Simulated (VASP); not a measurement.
# Sc (I4/mmm) in VASP: notebook

Sc is run at these levels: LDA, PBE exchange alone; tasks: single point.

Everything below comes from runs of VASP 6.6.1. Logs are shortened: lines on timing, memory, paths and dates and some standing lists are left out, and cuts for length are marked.

**1. The cell of the first run**

It takes space group I4/mmm (No. 139, tetragonal). The conventional cell has a = 3.834 Å, b = 3.834 Å, c = 3.435 Å, α = 90.00°, β = 90.00°, γ = 90.00°. Sc (site symmetry 4/mmm) has 14 Sc at 3.21 to 3.83 Å within 4.2 Å.

**2. Single point, LDA**

The input, INCAR:

```
  PREC = Accurate
  ENCUT = 500
  EDIFF = 1E-6
  ISMEAR = 1
  SIGMA = 0.05
  LREAL = False
  LASPH = True
  NELM = 120
  ALGO = Normal
  ISIF = 2
  LWAVE = False
  LCHARG = False
  NBANDS = 12
  GGA_COMPAT = False
```

The input, KPOINTS:

```
regular mesh
0
Gamma
  10 10 10
```

The input, POSCAR:

```
Sc
1.0
   -1.9172054859      1.9172054859      1.7176030000
    1.9172054859     -1.9172054859      1.7176030000
    1.9172054859      1.9172054859     -1.7176030000
Sc
1
Direct
    0.0000000000      0.0000000000      0.0000000000
```

Potentials or basis: VASP PAW LDA potentials, release 64 (Sc_sv).

Started as:

```bash
$ cat potpaw_LDA.64/Sc_sv/POTCAR > POTCAR
$ mpirun -np 1 vasp_std > vasp.out
```

OUTCAR:

```text
PREC = Accurate
   ENCUT = 500
   EDIFF = 1E-6
   ISMEAR = 1
   LREAL = False
   LASPH = True
   NELM = 120
   ISIF = 2

 ion  position               nearest neighbor table
   1  0.000  0.000  0.000-

  LATTYP: Found a body centered tetragonal cell.
 ALAT       =     3.8344109718
 C/A-ratio  =     0.8958888406

  Lattice vectors:

 A1 = (  -1.9172054859,   1.9172054859,   1.7176030000)
 A2 = (   1.9172054859,  -1.9172054859,   1.7176030000)
 A3 = (   1.9172054859,   1.9172054859,  -1.7176030000)

Analysis of symmetry for initial positions (statically):
=====================================================================
 Subroutine PRICEL returns:
 Original cell was already a primitive cell.

 Routine SETGRP: Setting up the symmetry group for a
 body centered tetragonal supercell.

 Subroutine GETGRP returns: Found 16 space group operations
 (whereof 16 operations were pure point group operations)
 out of a pool of 16 trial point group operations.

The static configuration has the point symmetry D_4h.

Analysis of symmetry for dynamics (positions and initial velocities):
=====================================================================
 Subroutine PRICEL returns:
 Original cell was already a primitive cell.

 Routine SETGRP: Setting up the symmetry group for a
 body centered tetragonal supercell.

 Subroutine GETGRP returns: Found 16 space group operations
 (whereof 16 operations were pure point group operations)
 out of a pool of 16 trial point group operations.

The dynamic configuration has the point symmetry D_4h.

 Subroutine INISYM returns: Found 16 space group operations
 (whereof 16 operations are pure point group operations),
 and found     1 'primitive' translations

----------------------------------------------------------------------------------------

                                     Primitive cell

  volume of cell :      25.2534

  direct lattice vectors                    reciprocal lattice vectors
    -1.917205486  1.917205486  1.717603000     0.000000000  0.260796249  0.291103357
     1.917205486 -1.917205486  1.717603000     0.260796249  0.000000000  0.291103357
     1.917205486  1.917205486 -1.717603000     0.260796249  0.260796249  0.000000000

  length of vectors
     3.209597142  3.209597142  3.209597142     0.390839927  0.390839927  0.368821593

  position of ions in fractional coordinates (direct lattice)
     0.000000000  0.000000000  0.000000000

  ion indices of the primitive-cell ions
   primitive index   ion index
                 1           1

----------------------------------------------------------------------------------------

 KPOINTS: regular mesh

Automatic generation of k-mesh.
 Grid dimensions read from file:
 generate k-points for:   10   10   10

 Generating k-lattice:

  Cartesian coordinates                     Fractional coordinates (reciprocal lattice)
     0.000000000  0.026079625  0.029110336     0.100000000 -0.000000000  0.000000000
     0.026079625  0.000000000  0.029110336    -0.000000000  0.100000000  0.000000000
     0.026079625  0.026079625  0.000000000     0.000000000  0.000000000  0.100000000

  Length of vectors
     0.039083993  0.039083993  0.036882159

  Shift w.r.t. Gamma in fractional coordinates (k-lattice)
     0.000000000  0.000000000  0.000000000

 Subroutine IBZKPT returns following result:
 ===========================================

 Found    102 irreducible k-points:

 Following reciprocal coordinates:
            Coordinates               Weight
  0.000000  0.000000  0.000000      1.000000
  0.100000  0.000000 -0.000000      8.000000
  0.200000  0.000000 -0.000000      8.000000
  0.300000  0.000000  0.000000      8.000000
  0.400000 -0.000000  0.000000      8.000000
  0.500000 -0.000000  0.000000      4.000000
[... 16 lines left out ...]
  0.300000  0.300000 -0.000000      8.000000
  0.400000  0.300000 -0.000000     16.000000
 [... further k-points ...]
   k-points           NKPTS =    102   k-points in BZ     NKDIM =    102   number of bands    NBANDS=     12
   number of dos      NEDOS =    301   number of ions     NIONS =      1
   total plane-waves  NPLWV =  13824
   dimension x,y,z NGX =    24 NGY =   24 NGZ =   24
   dimension x,y,z NGXF=    48 NGYF=   48 NGZF=   48
   ions per type =               1
   NGX,Y,Z   is equivalent  to a cutoff of  12.43, 12.43, 12.43 a.u.
   NGXF,Y,Z  is equivalent  to a cutoff of  24.86, 24.86, 24.86 a.u.
 SYSTEM =  unknown system
   PREC   = accura    normal or accurate (medium, high low for compatibility)
   ISTART =      0    job   : 0-new  1-cont  2-samecut
   ICHARG =      2    charge: 1-file 2-atom 10-const
   ISPIN  =      1    spin polarized calculation?
   LNONCOLLINEAR =      F non collinear calculations
   LSORBIT =      F    spin-orbit coupling
   LASPH  =      T    aspherical Exc in radial PAW
   ENCUT  =  500.0 eV  36.75 Ry    6.06 a.u.   5.85  5.85  5.85*2*pi/ulx,y,z
   NELM   =    120;   NELMIN=  2; NELMDL= -5     # of ELM steps
   EDIFF  = 0.1E-05   stopping-criterion for ELM
   LREAL  =      F    real-space projection
   EDIFFG = 0.1E-04   stopping-criterion for IOM
   NSW    =      0    number of steps for IOM
   IBRION =     -1    ionic relax: 0-MD 1-quasi-New 2-CG
   NFREE  =      0    steps in history (QN), initial steepest desc. (CG)
   ISIF   =      2    stress and relaxation
   ISYM   =      2    0-nonsym 1-usesym 2-fastsym
   POTIM  = 0.5000    time-step for ionic-motion
   TEBEG  =    0.0;   TEEND  =   0.0 temperature during run
   PSTRESS=    0.0 pullay stress
   NELECT =      11.0000    total number of electrons
   NUPDOWN=      -1.0000    fix difference up-down
   EMIN   =  10.00;   EMAX   =-10.00  energy-range for DOS
   EFERMI =   0.00;   METHOD = LEGACY
   ISMEAR =     1;   SIGMA  =   0.05  broadening in eV -4-tet -1-fermi 0-gaus
   EFERMI_NEDOS =   21; number of points for ismear=-14 and -15
   IALGO  =     38    algorithm
   IMIX   =      4    mixing-type and parameters
     AMIX     =   0.40;   BMIX     =  1.00
     AMIX_MAG =   1.60;   BMIX_MAG =  1.00
  volume/ion in A,a.u.               =      25.25       170.42
  Fermi-wavevector in a.u.,A,eV,Ry     =   1.240983  2.345117 20.953486  1.540038
  Thomas-Fermi vector in A             =   2.375400
   LORBIT       =      0    0 simple, 1 ext, 2 COOP (PROOUT), +10 PAW based schemes
   GGA     = CA    functional components
   LHFCALC =     F    Hartree Fock is set to
   AEXX    =    0.0000 exact exchange contribution
   IVDW    =     0    specifies the selected vdW correction
   LEPSILON=     F    determine dielectric tensor
   LRPA    =     F    only Hartree local field effects (RPA)
 non-spin polarized calculation
 Methfessel and Paxton  Order N= 1 SIGMA  =   0.05
  energy-cutoff  :      500.00
  volume of cell :       25.25
 maximum number of plane-waves:       651
   NGX = 11   NGY = 11   NGZ = 11

 number of electron      11.0000004 magnetization

 Free energy of the ion-electron system (eV)
  ---------------------------------------------------
  ext. energy  EPLUGINS =         0.00000000
  ---------------------------------------------------
  free energy    TOTEN  =        -6.55765651 eV

  energy without entropy =       -6.55748348  energy(sigma->0) =       -6.55759883

 E-fermi :   3.4321     XC(G=0): -10.0450

 val. band max:        3.4293578164   @ k =   0.3000   0.1000   0.1000
 cond. band min:       3.4324818875   @ k =   0.5000   0.2000   0.0000
 fundamental gap:      0.0031240711
 Fermi energy:         3.4320809201

 k-point     1 :       0.0000    0.0000    0.0000
  band No.  band energies     occupation
      1     -45.5775      2.00000
      2     -24.3441      2.00000
      3     -24.3441      2.00000
      4     -24.3166      2.00000
      5      -1.7086      2.00000
      6       4.3778     -0.00000
      7       5.0692      0.00000
      8       5.0692      0.00000
      9       5.7497      0.00000
     10       6.5225      0.00000
     11      16.9093      0.00000
     12      16.9093      0.00000

 k-point     2 :       0.1000    0.0000   -0.0000
  band No.  band energies     occupation
      1     -45.5714      2.00000
      2     -24.3708      2.00000
      3     -24.3563      2.00000
      4     -24.3297      2.00000
      5      -1.4353      2.00000
      6       4.3970     -0.00000
      7       4.9768      0.00000
      8       5.0939      0.00000
      9       5.7879      0.00000
     10       6.4071      0.00000
     11      16.8546      0.00000
     12      17.1601      0.00000

 k-point     3 :       0.2000    0.0000   -0.0000
  band No.  band energies     occupation
      1     -45.5552      2.00000
      2     -24.4644      2.00000
      3     -24.3883      2.00000
      4     -24.3391      2.00000
      5      -0.6652      2.00000
      6       4.1913     -0.00000
      7       4.5984      0.00000
      8       5.4863      0.00000
      9       5.9933      0.00000
     10       6.2451      0.00000
     11      15.7480      0.00000
     12      16.3911      0.00000
[... 286 lines left out ...]
 k-point    23 :       0.3000    0.3000   -0.0000
  band No.  band energies     occupation
      1     -45.5077      2.00000
      2     -24.6303      2.00000
      3     -24.5566      2.00000
      4     -24.3933      2.00000
      5       2.7805      2.00000
      6       3.0764      2.00000
      7       3.6036     -0.00001
      8       6.0591      0.00000
      9       6.7956      0.00000
     10       9.0083      0.00000
     11      10.1907      0.00000
     12      10.5680      0.00000

 k-point    24 :       0.4000    0.3000   -0.0000
  band No.  band energies     occupation
      1     -45.5098      2.00000
      2     -24.6279      2.00000
      3     -24.5518      2.00000
      4     -24.3831      2.00000
      5       2.6943      2.00000
      6       3.2033      2.00000
      7       3.5296     -0.01866
      8       6.1869      0.00000
      9       6.3626      0.00000
     10       8.8255      0.00000
     11      10.0558      0.00000
     12      11.1404      0.00000

 [... further k-points ...]
[... 5 lines left out ...]
  --------------------------------------------------------------------------------------
  -------------------------------------------------------------------------------------
  Total       -0.8888256     -0.8888256     -0.8456251      0.0000000      0.0000000      0.0000000
  in kB      -56.3906437    -56.3906437    -53.6498285      0.0000000      0.0000000      0.0000000
  external PRESSURE =     -55.4770386 kB  Pullay stress =       0.0000000 kB

 VOLUME and BASIS-vectors are now :
 -----------------------------------------------------------------------------
  energy-cutoff  :      500.00
  volume of cell :       25.25
      direct lattice vectors                 reciprocal lattice vectors
    -1.917205486  1.917205486  1.717603000     0.000000000  0.260796249  0.291103357
     1.917205486 -1.917205486  1.717603000     0.260796249  0.000000000  0.291103357
     1.917205486  1.917205486 -1.717603000     0.260796249  0.260796249  0.000000000

 POSITION                                       TOTAL-FORCE (eV/Angst)
 -----------------------------------------------------------------------------------
      0.00000      0.00000      0.00000         0.000000      0.000000      0.000000
 -----------------------------------------------------------------------------------
    total drift:                               -0.000000      0.000000      0.000000

  FREE ENERGIE OF THE ION-ELECTRON SYSTEM (eV)
  ---------------------------------------------------
  free  energy   TOTEN  =        -6.5576565097 eV

  energy  without entropy=       -6.5574834765  energy(sigma->0) =       -6.55759883
```

Wall time 33 s (1 thread of AMD EPYC 7R43 (Zen 3), shared host); peak memory 0.11 GiB.

What came out:

```
Free energy            : -6.5577 eV
Pressure               : -5.5 GPa
Band gap on the k mesh : zero (an odd number of electrons rules out a gap without spin polarisation)
```

Stress tensor (GPa, compression positive):
```
-5.64  0.00  0.00
 0.00 -5.64  0.00
 0.00  0.00 -5.36
```

Caveat: the cell stands under tension.

**3. Single point, PBE exchange alone**

The input, INCAR:

```
SYSTEM = Sc
AGGAC    = 0.0          
ALDAC    = 0.0          
ALGO     = Normal         ! electronic algorithm
EDIFF    = 1E-6           ! SCF threshold, eV
ENCUT    = 500            ! plane-wave cutoff, eV
GGA      = PE             ! functional
GGA_COMPAT= .FALSE.      
ISIF     = 2              ! what is computed and relaxed
ISMEAR   = -5             ! smearing method
LASPH    = .TRUE.         ! aspherical terms in the spheres
LCHARG   = .FALSE.        ! write CHGCAR
LREAL    = .FALSE.        ! projectors in reciprocal space
LWAVE    = .FALSE.        ! write WAVECAR
NBANDS   = 12             ! bands
NELM     = 120            ! most SCF steps
PREC     = Accurate       ! precision mode
SIGMA    = 0.05           ! smearing width, eV
```

The input, KPOINTS:

```
k-points
0
G
  10 10 10
  0 0 0
```

The input, POSCAR:

```
Sc
1.0
   -1.9172054850      1.9172054850      1.7176030000
    1.9172054850     -1.9172054850      1.7176030000
    1.9172054850      1.9172054850     -1.7176030000
Sc
1
Direct
    0.0000000000      0.0000000000      0.0000000000
```

Potentials or basis: VASP PAW PBE potentials, release 64 (Sc_sv).

Started as:

```bash
$ cat potpaw_PBE.64/Sc_sv/POTCAR > POTCAR
$ mpirun -np 1 vasp_std > vasp.out
```

OUTCAR:

```text
SYSTEM = Sc
   EDIFF = 1E-6
   ENCUT = 500
   GGA = PE
   ISIF = 2
   ISMEAR = -5
   LASPH = .TRUE.
   LREAL = .FALSE.
   NELM = 120
   PREC = Accurate

 ion  position               nearest neighbor table
   1  0.000  0.000  0.000-

  LATTYP: Found a body centered tetragonal cell.
 ALAT       =     3.8344109700
 C/A-ratio  =     0.8958888410

  Lattice vectors:

 A1 = (  -1.9172054850,   1.9172054850,   1.7176030000)
 A2 = (   1.9172054850,  -1.9172054850,   1.7176030000)
 A3 = (   1.9172054850,   1.9172054850,  -1.7176030000)

Analysis of symmetry for initial positions (statically):
=====================================================================
 Subroutine PRICEL returns:
 Original cell was already a primitive cell.

 Routine SETGRP: Setting up the symmetry group for a
 body centered tetragonal supercell.

 Subroutine GETGRP returns: Found 16 space group operations
 (whereof 16 operations were pure point group operations)
 out of a pool of 16 trial point group operations.

The static configuration has the point symmetry D_4h.

Analysis of symmetry for dynamics (positions and initial velocities):
=====================================================================
 Subroutine PRICEL returns:
 Original cell was already a primitive cell.

 Routine SETGRP: Setting up the symmetry group for a
 body centered tetragonal supercell.

 Subroutine GETGRP returns: Found 16 space group operations
 (whereof 16 operations were pure point group operations)
 out of a pool of 16 trial point group operations.

The dynamic configuration has the point symmetry D_4h.

 Subroutine INISYM returns: Found 16 space group operations
 (whereof 16 operations are pure point group operations),
 and found     1 'primitive' translations

----------------------------------------------------------------------------------------

                                     Primitive cell

  volume of cell :      25.2534

[... 109 lines left out ...]
  volume/ion in A,a.u.               =      25.25       170.42
  Fermi-wavevector in a.u.,A,eV,Ry     =   1.240983  2.345117 20.953486  1.540038
  Thomas-Fermi vector in A             =   2.375400
   LORBIT       =      0    0 simple, 1 ext, 2 COOP (PROOUT), +10 PAW based schemes
   GGA     = PE    functional components
   LHFCALC =     F    Hartree Fock is set to
   AEXX    =    0.0000 exact exchange contribution
   IVDW    =     0    specifies the selected vdW correction
   LEPSILON=     F    determine dielectric tensor
   LRPA    =     F    only Hartree local field effects (RPA)
 non-spin polarized calculation
 Fermi weights with tetrahedron method with Bloechl corrections
  energy-cutoff  :      500.00
  volume of cell :       25.25
 maximum number of plane-waves:       651
   NGX = 11   NGY = 11   NGZ = 11

 number of electron      11.0000004 magnetization

 Free energy of the ion-electron system (eV)
  ---------------------------------------------------
  ext. energy  EPLUGINS =         0.00000000
  ---------------------------------------------------
  free energy    TOTEN  =        -4.64386482 eV

  energy without entropy =       -4.64386482  energy(sigma->0) =       -4.64386482

 E-fermi :   5.1200     XC(G=0):  -8.3233

 val. band max:        5.1270603087   @ k =  -0.3000  -0.3000   0.3000
 cond. band min:       5.1262065191   @ k =   0.3000   0.3000   0.1000
 fundamental gap:     -0.0008537896
 Fermi energy:         5.1199919139

 k-point     1 :       0.0000    0.0000    0.0000
  band No.  band energies     occupation
      1     -44.4331      2.00000
      2     -22.9272      2.00000
      3     -22.9272      2.00000
      4     -22.8938      2.00000
      5      -0.0299      2.00000
      6       6.1139      0.00000
      7       6.7935      0.00000
      8       6.7935      0.00000
      9       7.3740      0.00000
     10       8.1428      0.00000
     11      18.5410      0.00000
     12      18.5410      0.00000
[... 331 lines left out ...]
 k-point    24 :       0.4000    0.3000   -0.0000
  band No.  band energies     occupation
      1     -44.3689      2.00000
      2     -23.1997      2.00000
      3     -23.1237      2.00000
      4     -22.9628      2.00000
      5       4.3825      2.00000
      6       4.8897      2.06793
      7       5.2158     -0.00036
      8       7.8402      0.00000
      9       8.0216      0.00000
     10      10.4819      0.00000
     11      11.7552      0.00000
     12      12.8198      0.00000

 [... further k-points ...]
[... 5 lines left out ...]
  --------------------------------------------------------------------------------------
  -------------------------------------------------------------------------------------
  Total        0.8228422      0.8228422      0.9826109      0.0000000      0.0000000     -0.0000000
  in kB       52.2043912     52.2043912     62.3407550      0.0000000      0.0000000     -0.0000000
  external PRESSURE =      55.5831791 kB  Pullay stress =       0.0000000 kB

 VOLUME and BASIS-vectors are now :
 -----------------------------------------------------------------------------
  energy-cutoff  :      500.00
  volume of cell :       25.25
      direct lattice vectors                 reciprocal lattice vectors
    -1.917205485  1.917205485  1.717603000     0.000000000  0.260796249  0.291103357
     1.917205485 -1.917205485  1.717603000     0.260796249  0.000000000  0.291103357
     1.917205485  1.917205485 -1.717603000     0.260796249  0.260796249  0.000000000

 POSITION                                       TOTAL-FORCE (eV/Angst)
 -----------------------------------------------------------------------------------
      0.00000      0.00000      0.00000         0.000000     -0.000000      0.000000
 -----------------------------------------------------------------------------------
    total drift:                               -0.000000      0.000000     -0.000000

  FREE ENERGIE OF THE ION-ELECTRON SYSTEM (eV)
  ---------------------------------------------------
  free  energy   TOTEN  =        -4.6438648219 eV

  energy  without entropy=       -4.6438648219  energy(sigma->0) =       -4.64386482
```

Run time: 43 s. Hardware: 1 thread of AMD EPYC 7R43 (Zen 3), shared host; peak memory 0.12 GiB.

What came out:

```yaml
Free_energy: -4.6439 eV
Pressure: 5.6 GPa
Band_gap_on_the_k_mesh: zero (an odd number of electrons rules out a gap without spin polarisation)
```

Stress tensor (GPa, compression positive):
```
5.22 0.00 0.00
0.00 5.22 0.00
0.00 0.00 6.23
```

Levels at points of the mesh, in eV from the Fermi level:
| k point | band 3 | band 4 | band 5 | band 6 | band 7 | band 8 |
| --- | --- | --- | --- | --- | --- | --- |
| (0.00, 0.00, 0.00) | -28.05 | -28.01 | -5.15 | 0.99 | 1.67 | 1.67 |
| (0.50, 0.00, 0.00) | -28.17 | -28.05 | -1.70 | 0.05 | 0.69 | 2.66 |
| (0.50, 0.50, 0.00) | -28.11 | -28.03 | -1.83 | 0.11 | 0.83 | 2.18 |
| (0.50, 0.50, 0.50) | -28.32 | -28.21 | -1.34 | -1.12 | 3.67 | 3.67 |

Caveat: the cell stands under pressure; tetrahedron occupations give inexact forces and stress in metals.
